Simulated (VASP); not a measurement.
A run of VASP 6.6.1 is set up as follows.

INCAR

```
  PREC = Accurate
  ENCUT = 500
  EDIFF = 1E-6
  ISMEAR = 0
  SIGMA = 0.1
  LREAL = False
  LASPH = True
  NELM = 120
  ALGO = Normal
  ISIF = 2
  LWAVE = False
  LCHARG = True
  GGA = PE
  LELF = True
  LVHAR = True
  NBANDS = 18
  GGA_COMPAT = False
```

Contents of KPOINTS:

```
regular mesh
0
Gamma
  6 6 4
```

The input POSCAR:

```
GaAs2
1.0
    3.7767260334      0.0000000000      0.0000000000
   -1.8883630167      3.2707406881      0.0000000000
    0.0000000000      0.0000000000      4.9053331878
Ga As
1 2
Direct
    0.0000000000      0.0000000000      0.0000000000
    0.6666666667      0.3333333333      0.6586236256
    0.3333333333      0.6666666667      0.3413763744
```

Potentials or basis: VASP PAW PBE potentials, release 64 (Ga_d, As).

Run with:

```sh
$ cat potpaw_PBE.64/Ga_d/POTCAR potpaw_PBE.64/As/POTCAR > POTCAR
$ mpirun -np 1 vasp_std > vasp.out
```

(1) Predict the pressure.

(2) What does it give for the band gap on the k mesh?

(3) Predict the largest force.

## Answers

(1) 0.1 GPa.

(2) zero (an odd number of electrons rules out a gap without spin polarisation).

(3) 0.103 eV/Å.

Caveat: an odd number of electrons without spin polarisation forces a metal; a magnetic or distorted state may lie lower.
